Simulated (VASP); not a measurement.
The system is Os.

```
Os
1.0
     2.77008    0.00000    0.00000
    -1.38504    2.39896    0.00000
     0.00000    0.00000    4.37654
Os
2
Direct
  0.66667 0.33333 0.75000
  0.33333 0.66667 0.25000
```

Base run:

```yaml
Program: VASP 6.6.1
Functional: RPBE
Dispersion: D4
Potentials_or_basis: VASP PAW PBE potentials, release 64 (Os)
Cutoff: 520 eV
k_mesh: 11 × 11 × 6
Occupations: fermi-dirac, width 0.05 eV
Spin: no spin polarisation
```

Its results: band gap on the k mesh zero (bands 8 and 9 overlap by 3.65 eV); pressure -16.2 GPa.

Task: The run is repeated on the same cell with these changes: functional from RPBE to PBEsol; dispersion from D4 to none. What comes out?

Result: Band gap on the k mesh zero (bands 8 and 9 overlap by 3.66 eV); pressure -17.6 GPa.

Several settings changed at once.

Caveats: the cell stands under tension; the PAW data sets were made with another functional, which shifts forces and pressure a little; spin-orbit coupling is left out, which moves the levels of the heavy elements; the dispersion term is far too large for a dense solid, which distorts pressure and volume (at least some runs).
